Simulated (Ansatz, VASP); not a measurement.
## K: VASP beside Ansatz

```xyz
2
Lattice="0.0000 5.1759 5.1759 5.1759 0.0000 5.1759 5.1759 5.1759 0.0000" Properties=species:S:1:pos:R:3 pbc="T T T"
K     1.2940    1.2940    1.2940
K     9.0577    9.0577    9.0577
```

Alike in both runs: task single point; functional RPBE; k mesh 6 × 6 × 6; occupations fermi-dirac, width 0.1 eV; no spin polarisation.

```csv
,VASP,Ansatz
version,VASP 6.6.1,Ansatz 0.2.0
potentials or method,"VASP PAW PBE potentials, release 64 (K_sv), cutoff 520 eV","plane waves (420 eV) with PAW, scalar-relativistic"
valence electrons in the cell,18,18
```

|  | VASP | Ansatz | Ansatz less VASP |
| --- | --- | --- | --- |
| pressure (GPa) | -0.1 | -0.1 | +0.01 |

VASP's potentials were made for PBE, not for RPBE. With one functional, cell and mesh, what is left measures potentials, basis and numerics.
